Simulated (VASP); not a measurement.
# C (P6_3/mmc) in VASP: a series of runs

Runs on C. Level: PBE+D3(BJ). Tasks: relaxation of cell and atoms.

Program: VASP 6.6.1. These are calculated values, not measurements. Logs are shortened: lines on timing, memory, paths and dates and some standing lists are left out, and cuts for length are marked.

### 1 The cell of the first run

It takes space group P6_3/mmc (No. 194, hexagonal). Conventional cell: a = 2.467 Å, b = 2.467 Å, c = 7.803 Å, α = 90.00°, β = 90.00°, γ = 120.00°. C (site symmetry -6m2) has 3 C at 1.42 Å within 1.9 Å. C (site symmetry -6m2) has 3 C at 1.42 Å within 1.9 Å.

### 2 Relaxation of cell and atoms, PBE+D3(BJ)

The input, INCAR:

```
ALGO = Normal ; EDIFF = 1E-6
EDIFFG = -0.005 ; ENCUT = 600
GGA = PE ; IBRION = 2
ISIF = 3 ; ISMEAR = 0
IVDW = 12 ; LASPH = T
LCHARG = F ; LREAL = F
LWAVE = F ; NELM = 60
NSW = 100 ; PREC = Accurate
SIGMA = 0.1
```

The input, KPOINTS:

```
k-points
0
Gamma
  21 21 6
```

The input, POSCAR:

```
C
1.0
    2.4672912616      0.0000000000      0.0000000000
   -1.2336456308      2.1367369111      0.0000000000
    0.0000000000      0.0000000000      7.8030730000
C
4
Direct
    0.0000000000      0.0000000000      0.2500000000
    0.0000000000      0.0000000000      0.7500000000
    0.3333333300      0.6666666700      0.2500000000
    0.6666666700      0.3333333300      0.7500000000
```

Potentials or basis: VASP PAW PBE potentials, release 64 (C).

Command:

```sh
> cat potpaw_PBE.64/C/POTCAR > POTCAR
> mpirun -np 1 vasp_std > vasp.out
```

OUTCAR:

```text
EDIFF = 1E-6
   EDIFFG = -0.005
   ENCUT = 600
   GGA = PE
   IBRION = 2
   ISIF = 3
   ISMEAR = 0
   IVDW = 12
   LASPH = T
   LREAL = F
   NELM = 60
   NSW = 100
   PREC = Accurate
 IVDW          = 12

 ion  position               nearest neighbor table
   1  0.000  0.000  0.250-   3 1.42   3 1.42   3 1.42
   2  0.000  0.000  0.750-   4 1.42   4 1.42   4 1.42
   3  0.333  0.667  0.250-   1 1.42   1 1.42   1 1.42
   4  0.667  0.333  0.750-   2 1.42   2 1.42   2 1.42

  LATTYP: Found a hexagonal cell.
 ALAT       =     2.4672912616
 C/A-ratio  =     3.1626071561

  Lattice vectors:

 A1 = (   2.4672912616,   0.0000000000,   0.0000000000)
 A2 = (  -1.2336456308,   2.1367369111,   0.0000000000)
 A3 = (   0.0000000000,   0.0000000000,   7.8030730000)

Analysis of symmetry for initial positions (statically):
=====================================================================
 Subroutine PRICEL returns:
 Original cell was already a primitive cell.

 Routine SETGRP: Setting up the symmetry group for a
 hexagonal supercell.

 Subroutine GETGRP returns: Found 24 space group operations
 (whereof 12 operations were pure point group operations)
 out of a pool of 24 trial point group operations.

The static configuration has the point symmetry D_3d.
 The point group associated with its full space group is D_6h.

Analysis of symmetry for dynamics (positions and initial velocities):
=====================================================================
 Subroutine PRICEL returns:
 Original cell was already a primitive cell.

 Routine SETGRP: Setting up the symmetry group for a
 hexagonal supercell.

 Subroutine GETGRP returns: Found 24 space group operations
 (whereof 12 operations were pure point group operations)
 out of a pool of 24 trial point group operations.

The dynamic configuration has the point symmetry D_3d.
 The point group associated with its full space group is D_6h.

 Subroutine INISYM returns: Found 24 space group operations
 (whereof 12 operations are pure point group operations),
 and found     1 'primitive' translations

----------------------------------------------------------------------------------------

                                     Primitive cell

  volume of cell :      41.1374

  direct lattice vectors                    reciprocal lattice vectors
     2.467291262  0.000000000  0.000000000     0.405302777  0.234001667  0.000000000
    -1.233645631  2.136736911  0.000000000     0.000000000  0.468003335  0.000000000
     0.000000000  0.000000000  7.803073000     0.000000000  0.000000000  0.128154639

  length of vectors
     2.467291262  2.467291262  7.803073000     0.468003335  0.468003335  0.128154639

  position of ions in fractional coordinates (direct lattice)
     0.000000000  0.000000000  0.250000000
     0.000000000  0.000000000  0.750000000
     0.333333330  0.666666670  0.250000000
     0.666666670  0.333333330  0.750000000

  ion indices of the primitive-cell ions
   primitive index   ion index
                 1           1
                 2           2
                 3           3
                 4           4

----------------------------------------------------------------------------------------

 KPOINTS: k-points

Automatic generation of k-mesh.
 Grid dimensions read from file:
 generate k-points for:   21   21    6

 Generating k-lattice:

  Cartesian coordinates                     Fractional coordinates (reciprocal lattice)
     0.019300132  0.011142937  0.000000000     0.047619048  0.000000000  0.000000000
     0.000000000  0.022285873  0.000000000     0.000000000  0.047619048  0.000000000
     0.000000000  0.000000000  0.021359106     0.000000000  0.000000000  0.166666667

  Length of vectors
     0.022285873  0.022285873  0.021359106

  Shift w.r.t. Gamma in fractional coordinates (k-lattice)
     0.000000000  0.000000000  0.000000000

 Subroutine IBZKPT returns following result:
 ===========================================

 Found    192 irreducible k-points:

 Following reciprocal coordinates:
            Coordinates               Weight
  0.000000  0.000000  0.000000      1.000000
  0.047619  0.000000  0.000000      6.000000
  0.095238  0.000000  0.000000      6.000000
  0.142857  0.000000  0.000000      6.000000
  0.190476  0.000000  0.000000      6.000000
  0.238095  0.000000  0.000000      6.000000
[... 16 lines left out ...]
  0.142857  0.095238  0.000000     12.000000
  0.190476  0.095238  0.000000     12.000000
 [... further k-points ...]
   k-points           NKPTS =    192   k-points in BZ     NKDIM =    192   number of bands    NBANDS=     12
   number of dos      NEDOS =    301   number of ions     NIONS =      4
   total plane-waves  NPLWV =  25600
   dimension x,y,z NGX =    20 NGY =   20 NGZ =   64
   dimension x,y,z NGXF=    40 NGYF=   40 NGZF=  128
   ions per type =               4
   NGX,Y,Z   is equivalent  to a cutoff of  13.48, 13.48, 13.64 a.u.
   NGXF,Y,Z  is equivalent  to a cutoff of  26.95, 26.95, 27.27 a.u.
 SYSTEM =  unknown system
   PREC   = accura    normal or accurate (medium, high low for compatibility)
   ISTART =      0    job   : 0-new  1-cont  2-samecut
   ICHARG =      2    charge: 1-file 2-atom 10-const
   ISPIN  =      1    spin polarized calculation?
   LNONCOLLINEAR =      F non collinear calculations
   LSORBIT =      F    spin-orbit coupling
   LASPH  =      T    aspherical Exc in radial PAW
   ENCUT  =  600.0 eV  44.10 Ry    6.64 a.u.   4.93  4.93 15.58*2*pi/ulx,y,z
   NELM   =     60;   NELMIN=  2; NELMDL= -5     # of ELM steps
   EDIFF  = 0.1E-05   stopping-criterion for ELM
   LREAL  =      F    real-space projection
   EDIFFG = -.5E-02   stopping-criterion for IOM
   NSW    =    100    number of steps for IOM
   IBRION =      2    ionic relax: 0-MD 1-quasi-New 2-CG
   NFREE  =      1    steps in history (QN), initial steepest desc. (CG)
   ISIF   =      3    stress and relaxation
   ISYM   =      2    0-nonsym 1-usesym 2-fastsym
   POTIM  = 0.5000    time-step for ionic-motion
   TEBEG  =    0.0;   TEEND  =   0.0 temperature during run
   PSTRESS=    0.0 pullay stress
   NELECT =      16.0000    total number of electrons
   NUPDOWN=      -1.0000    fix difference up-down
   EMIN   =  10.00;   EMAX   =-10.00  energy-range for DOS
   EFERMI =   0.00;   METHOD = LEGACY
   ISMEAR =     0;   SIGMA  =   0.10  broadening in eV -4-tet -1-fermi 0-gaus
   EFERMI_NEDOS =   21; number of points for ismear=-14 and -15
   IALGO  =     38    algorithm
   IMIX   =      4    mixing-type and parameters
     AMIX     =   0.40;   BMIX     =  1.00
     AMIX_MAG =   1.60;   BMIX_MAG =  1.00
  volume/ion in A,a.u.               =      10.28        69.40
  Fermi-wavevector in a.u.,A,eV,Ry     =   1.195003  2.258229 19.429568  1.428033
  Thomas-Fermi vector in A             =   2.330979
   LORBIT       =      0    0 simple, 1 ext, 2 COOP (PROOUT), +10 PAW based schemes
   GGA     = PE    functional components
   LHFCALC =     F    Hartree Fock is set to
   AEXX    =    0.0000 exact exchange contribution
   IVDW    =    12    specifies the selected vdW correction
   LEPSILON=     F    determine dielectric tensor
   LRPA    =     F    only Hartree local field effects (RPA)
 conjugate gradient relaxation of ions
 non-spin polarized calculation
 Gauss-broadening in eV      SIGMA  =   0.10
  energy-cutoff  :      600.00
  volume of cell :       41.14
 maximum number of plane-waves:      1407
 NGX is ok and might be reduce to    20
   NGX =  9   NGY =  9   NGZ = 31

--------------------------------------- Ionic step        1  -------------------------------------------

 number of electron      16.0000001 magnetization

 Free energy of the ion-electron system (eV)
  ---------------------------------------------------
  ext. energy  EPLUGINS =         0.00000000
  ---------------------------------------------------
  free energy    TOTEN  =       -36.91031810 eV

  energy without entropy =      -36.90968592  energy(sigma->0) =      -36.91000201

------------------------ aborting loop because EDIFF is reached ----------------------------------------

 Edisp (eV)   -0.52304

 E8    (eV) :    -0.1459

  FORCE on cell =-STRESS in cart. coord.  units (eV):
  Direction    XX          YY          ZZ          XY          YZ          ZX
  --------------------------------------------------------------------------------------
  -------------------------------------------------------------------------------------
  Total      -0.16935    -0.16935    -0.53941     0.00000    -0.00000     0.00000
  in kB      -6.59568    -6.59568   -21.00819     0.00000    -0.00000     0.00000
  external pressure =      -11.40 kB  Pullay stress =        0.00 kB
[... 830 lines left out ...]
 k-point    24 :       0.1905    0.0952    0.0000
  band No.  band energies     occupation
      1     -14.0229      2.00000
      2     -13.8690      2.00000
      3      -3.0553      2.00000
      4      -3.0136      2.00000
      5      -2.3601      2.00000
      6      -1.3973      2.00000
      7      -1.3720      2.00000
      8      -1.1023      2.00000
      9       9.7905      0.00000
     10      11.3232      0.00000
     11      11.6450      0.00000
     12      13.0824      0.00000

 [... further k-points ...]

[... ionic steps 4 to 11 ...]

--------------------------------------- Ionic step       12  -------------------------------------------

 number of electron      16.0000000 magnetization

------------------------ aborting loop because EDIFF is reached ----------------------------------------

 Edisp (eV)   -0.63156

 E8    (eV) :    -0.1792
[... 73 lines left out ...]
  energy  without entropy=      -37.4913863923  energy(sigma->0) =      -37.49168070

--------------------------------------- Ionic step       14  -------------------------------------------

 number of electron      16.0000001 magnetization

 Free energy of the ion-electron system (eV)
  ---------------------------------------------------
  ext. energy  EPLUGINS =         0.00000000
  ---------------------------------------------------
  free energy    TOTEN  =       -36.86289128 eV

  energy without entropy =      -36.86230227  energy(sigma->0) =      -36.86259677

 E-fermi :   4.7138     XC(G=0): -10.3581

 val. band max:        4.7110521251   @ k =   0.3333   0.3333   0.5000
 cond. band min:       4.7230834301   @ k =   0.3333   0.3333   0.3333
 fundamental gap:      0.0120313050
 Fermi energy:         4.7137529056

 k-point     1 :       0.0000    0.0000    0.0000
  band No.  band energies     occupation
      1     -14.9362      2.00000
      2     -14.6242      2.00000
      3      -3.8154      2.00000
      4      -1.7978      2.00000
      5       1.7028      2.00000
      6       1.7028      2.00000
      7       1.7222      2.00000
      8       1.7222      2.00000
      9       9.0507      0.00000
     10      13.0419      0.00000
     11      13.0419      0.00000
     12      13.0963      0.00000
[... 380 lines left out ...]
  FREE ENERGIE OF THE ION-ELECTRON SYSTEM (eV)
  ---------------------------------------------------
  free  energy   TOTEN  =       -37.4920239429 eV

  energy  without entropy=      -37.4914349301  energy(sigma->0) =      -37.49172944

 reached required accuracy - stopping structural energy minimisation
```

Wall time 5.4 min (1 thread of Intel Xeon 6975P-C (Granite Rapids), shared host); peak memory 0.25 GiB.

What came out:

```yaml
Free_energy: -37.4920 eV
Relaxed_volume: 8.78 Å³/atom
Relaxed_cell: a = 2.465 Å, b = 2.465 Å, c = 6.676 Å, α = 90.00°, β = 90.00°, γ = 120.00°
Space_group_after_relaxing_to_0.05_Å: P6_3/mmc (No. 194)
Energy_gained_by_relaxing: 14.7 meV/atom
Ionic_steps: 14
Pressure_after_relaxing: 0.0 GPa
Band_gap_on_the_k_mesh: zero (band 8 reaches 4.72 eV, above the bottom of band 9 at 4.70 eV)
Dispersion_energy_per_atom: -0.157 eV
```

The path:
```
step  energy change (eV)  largest force (eV/Å)  pressure (GPa)  volume (Å³)
   1              0.0000                0.0000           -1.14        41.14
   2             -0.0031                0.0000            0.35        40.70
   3             -0.0038                0.0000            1.53        40.38
   4             -0.0046                0.0000            1.57        40.32
   5             -0.0071                0.0000            1.52        40.14
   6             -0.0119                0.0000            1.56        39.78
   7             -0.0214                0.0000            1.62        39.07
   8             -0.0389                0.0000            1.76        37.64
   9             -0.0564                0.0000            2.49        34.79
  10             -0.0536                0.0000           -3.55        35.33
  11             -0.0586                0.0000            0.05        35.01
  12             -0.0586                0.0000            0.03        35.02
  13             -0.0586                0.0000            0.01        35.06
  14             -0.0587                0.0000           -0.01        35.13
```

Final structure:
```
C
1.0
     2.46502    0.00000    0.00000
    -1.23251    2.13477    0.00000
     0.00000    0.00000    6.67618
C
4
Cartesian
  0.0000 0.0000 1.6690
  0.0000 0.0000 5.0071
  0.0000 1.4232 1.6690
  1.2325 0.7116 5.0071
```

### 3 Relaxation of cell and atoms, PBE+D3(BJ)

This run uses another cell than the first one, of 8.87 Å³/atom, 0.863 times its volume.

The input, INCAR:

```
SYSTEM = C
PREC     = Accurate       ! precision mode
ENCUT    = 600            ! plane-wave cutoff, eV
EDIFF    = 1E-6           ! SCF threshold, eV
ISMEAR   = 0              ! smearing method
SIGMA    = 0.1            ! smearing width, eV
LREAL    = .FALSE.        ! projectors in reciprocal space
LASPH    = .TRUE.         ! aspherical terms in the spheres
NELM     = 60             ! most SCF steps
ALGO     = Normal         ! electronic algorithm
ISIF     = 3              ! what is computed and relaxed
LWAVE    = .FALSE.        ! write WAVECAR
LCHARG   = .FALSE.        ! write CHGCAR
GGA      = PE             ! functional
IVDW     = 12             ! dispersion correction
IBRION   = 2              ! ionic algorithm
NSW      = 100            ! ionic steps
EDIFFG   = -0.005         ! ionic threshold
```

The input, KPOINTS:

```
regular mesh
0
G
  21 21 6
  0 0 0
```

The input, POSCAR:

```
C
1.0
    2.4649740435      0.0000000000      0.0000000000
   -1.2324870217      2.1347301413      0.0000000000
    0.0000000000      0.0000000000      6.7441729557
C
4
Direct
    0.0000000000      0.0000000000      0.2500000000
    0.0000000000      0.0000000000      0.7500000000
    0.3333333333      0.6666666667      0.2500000000
    0.6666666667      0.3333333333      0.7500000000
```

Potentials or basis: VASP PAW PBE potentials, release 64 (C).

Command:

```sh
> cat potpaw_PBE.64/C/POTCAR > POTCAR
> mpirun -np 1 vasp_std > vasp.out
```

It took 2.6 min on 1 thread of Intel Xeon 6975P-C (Granite Rapids), shared host; peak memory 0.23 GiB.

The run converged. Its results:

```
Free energy                            : -37.4798 eV
Relaxed volume                         : 8.77 Å³/atom
Relaxed cell                           : a = 2.465 Å, b = 2.465 Å, c = 6.665 Å, α = 90.00°, β = 90.00°, γ = 120.00°
Space group after relaxing (to 0.05 Å) : P6_3/mmc (No. 194)
Energy gained by relaxing              : 0.1 meV/atom
Ionic steps                            : 9
Pressure after relaxing                : 0.0 GPa
Band gap on the k mesh                 : zero (band 8 reaches 4.74 eV, above the bottom of band 9 at 4.71 eV)
Dispersion energy per atom             : -0.158 eV
```

Stress tensor (GPa, compression positive):
```
-0.06  0.00  0.00
 0.00 -0.06  0.00
 0.00  0.00  0.07
```

The path:
```tsv
step	energy change (eV)	largest force (eV/Å)	pressure (GPa)	volume (Å³)
1	0.0000	0.0000	0.02	35.49
2	0.0000	0.0000	-0.40	35.49
3	0.0000	0.0000	-0.29	35.49
4	-0.0001	0.0000	-0.28	35.47
5	-0.0002	0.0000	-0.27	35.42
6	-0.0003	0.0000	-0.32	35.32
7	-0.0003	0.0000	-0.33	35.12
8	-0.0003	0.0000	0.53	35.01
9	-0.0004	0.0000	-0.02	35.08
```

Final structure:
```cif
data_structure
_symmetry_space_group_name_H-M 'P 1'
_symmetry_Int_Tables_number 1
_cell_length_a 2.4653
_cell_length_b 2.4653
_cell_length_c 6.6649
_cell_angle_alpha 90.000
_cell_angle_beta 90.000
_cell_angle_gamma 120.000
_cell_volume 35.08
loop_
_atom_site_label
_atom_site_type_symbol
_atom_site_fract_x
_atom_site_fract_y
_atom_site_fract_z
_atom_site_occupancy
C1 C 0.00000 0.00000 0.25000 1
C2 C 0.00000 0.00000 0.75000 1
C3 C 0.33333 0.66667 0.25000 1
C4 C 0.66667 0.33333 0.75000 1
```

Levels at points of the mesh, in eV from the Fermi level:
```
           k point  band 4  band 5  band 6  band 7  band 8  band 9  band 10  band 11  band 12
(0.00, 0.00, 0.00)   -6.50   -3.01   -3.01   -2.99   -2.99    4.35     8.32     8.33     8.38
(0.00, 0.00, 0.50)   -7.62   -3.00   -3.00   -3.00   -3.00    7.05     7.05     8.35     8.35
```

### 4 Relaxation of cell and atoms, PBE+D3(BJ)

This run uses another cell than the first one, of 8.87 Å³/atom, 0.863 times its volume.

The input, INCAR:

```
ALGO = Normal
EDIFF = 1E-6
EDIFFG = -0.001
ENCUT = 600
GGA = PE
IBRION = 2
ISIF = 3
ISMEAR = -1
IVDW = 12
LASPH = T
LCHARG = F
LREAL = F
LWAVE = F
NELM = 60
NSW = 80
PREC = Accurate
SIGMA = 0.15
```

The input, KPOINTS:

```
k-points
0
Gamma
  21 21 6
```

POSCAR is that of step 3.

Command:

```sh
> cat potpaw_PBE.64/C/POTCAR > POTCAR
> mpirun -np 1 vasp_std > vasp.out
```

Run time: 3.1 min. Hardware: 1 thread of Intel Xeon 6975P-C (Granite Rapids), shared host; peak memory 0.22 GiB.

It converged, with:

```
Free energy                            : -37.4820 eV
Relaxed volume                         : 8.78 Å³/atom
Relaxed cell                           : a = 2.465 Å, b = 2.465 Å, c = 6.675 Å, α = 90.00°, β = 90.00°, γ = 120.00°
Space group after relaxing (to 0.05 Å) : P6_3/mmc (No. 194)
Energy gained by relaxing              : 0.1 meV/atom
Ionic steps                            : 10
Pressure after relaxing                : 0.0 GPa
Band gap on the k mesh                 : zero (band 8 reaches 4.72 eV, above the bottom of band 9 at 4.70 eV)
Dispersion energy per atom             : -0.157 eV
```

The path:
```tsv
step	energy change (eV)	largest force (eV/Å)	pressure (GPa)	volume (Å³)
1	0.0000	0.0000	0.02	35.49
2	0.0000	0.0000	-0.42	35.49
3	0.0000	0.0000	-0.28	35.49
4	-0.0001	0.0000	-0.27	35.47
5	-0.0002	0.0000	-0.24	35.41
6	-0.0003	0.0000	-0.29	35.30
7	-0.0003	0.0000	-0.26	35.06
8	-0.0004	0.0000	-0.26	35.16
9	-0.0002	0.0000	0.81	35.05
10	-0.0004	0.0000	-0.01	35.13
```

Final structure:
```
CELL_PARAMETERS angstrom
2.46526 0.00000 0.00000
-1.23263 2.13498 0.00000
0.00000 0.00000 6.67541
ATOMIC_POSITIONS crystal
C 0.00000 0.00000 0.25000
C 0.00000 0.00000 0.75000
C 0.33333 0.66667 0.25000
C 0.66667 0.33333 0.75000
```

Levels at points of the mesh, in eV from the Fermi level:
```
           k point  band 5  band 6  band 7  band 8  band 9  band 10  band 11  band 12
(0.00, 0.00, 0.00)   -3.03   -3.03   -3.01   -3.01    4.32     8.31     8.31     8.36
(0.00, 0.00, 0.50)   -3.02   -3.02   -3.02   -3.02    7.00     7.00     8.33     8.33
```

### 5 Summary

| cell | smearing | gap on the mesh (eV) | pressure (GPa) | relaxed volume (Å³/atom) |
| --- | --- | --- | --- | --- |
| relaxed from a = 2.467, b = 2.467, c = 7.803 Å, angles 90.0, 90.0, 120.0°, 4 atoms | gaussian 0.1 eV | none | 0.0 | 8.78 |
| relaxed from a = 2.465, b = 2.465, c = 6.744 Å, angles 90.0, 90.0, 120.0°, 4 atoms | gaussian 0.1 eV | none | 0.0 | 8.77 |
| relaxed from a = 2.465, b = 2.465, c = 6.744 Å, angles 90.0, 90.0, 120.0°, 4 atoms | fermi-dirac 0.15 eV | none | 0.0 | 8.78 |

Alike in all rows: task relaxation of cell and atoms; level PBE+D3(BJ); potentials or basis VASP PAW PBE potentials, release 64 (C); no spin polarisation; k mesh 21 × 21 × 6; cutoff (eV) 600.

Absolute energies hang on the potentials; compare differences alone.
